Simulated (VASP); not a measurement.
A run of VASP 6.6.1:

INCAR

```
SYSTEM = InO
PREC     = Accurate       ! precision mode
ENCUT    = 520            ! plane-wave cutoff, eV
EDIFF    = 1E-6           ! SCF threshold, eV
ISMEAR   = 0              ! smearing method
SIGMA    = 0.03           ! smearing width, eV
LREAL    = .FALSE.        ! projectors in reciprocal space
LASPH    = .TRUE.         ! aspherical terms in the spheres
NELM     = 60             ! most SCF steps
ALGO     = Normal         ! electronic algorithm
ISIF     = 2              ! what is computed and relaxed
LWAVE    = .FALSE.        ! write WAVECAR
LCHARG   = .FALSE.        ! write CHGCAR
GGA      = CA             ! functional
NBANDS   = 27             ! bands
```

The input KPOINTS:

```
regular mesh
0
G
  12 12 2
  0 0 0
```

The input POSCAR:

```
InO
1.0
    3.5399541463      0.0000000000      0.0000000000
   -1.7699770732      3.0656902189      0.0000000000
    0.0000000000      0.0000000000     16.2740275000
In O
2 2
Direct
    0.6666666667      0.3333333333      0.5900210000
    0.6666666667      0.3333333333      0.4099790000
    0.0000000000      0.0000000000      0.6398670000
    0.0000000000      0.0000000000      0.3601330000
```

Potentials or basis: VASP PAW LDA potentials, release 64 (In_d, O).

Command:

```console
$ cat potpaw_LDA.64/In_d/POTCAR potpaw_LDA.64/O/POTCAR > POTCAR
$ mpirun -np 1 vasp_std > vasp.out
```

Hardware: 1 thread of Intel Xeon 8259CL, with other jobs on the host.

How long does it take, and how much memory?

Run time: 7.3 min on 1 thread of Intel Xeon 8259CL (shared host), peak memory 0.34 GiB. Counts: scf iterations 21, k points 38.
